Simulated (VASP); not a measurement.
## Al: single point with PBE

Crystal: Al.

```
Al
1.0
     0.00000    2.02481    2.02481
     2.02481    0.00000    2.02481
     2.02481    2.02481    0.00000
Al
1
Direct
  0.00000 0.00000 0.00000
```

```
Program             : VASP 6.6.1
Task                : single point
Functional          : PBE
Potentials or basis : VASP PAW PBE potentials, release 64 (Al)
Cutoff              : 520 eV
k mesh              : 18 × 18 × 18
Occupations         : gaussian, width 0.1 eV
Spin                : no spin polarisation
```

```yaml
Pressure: -0.5 GPa
```

Levels at points of the mesh, in eV from the Fermi level:
```csv
k point,band 1,band 2,band 3,band 4
"(0.00, 0.00, 0.00)",-11.08,12.59,12.59,12.59
"(0.50, 0.00, 0.00)",-4.56,-4.36,11.35,11.35
"(0.50, 0.50, 0.00)",-2.90,-1.59,5.27,5.57
```

Wall time 34 s on 1 thread of AMD EPYC 7R13 (shared host), peak memory 0.11 GiB.
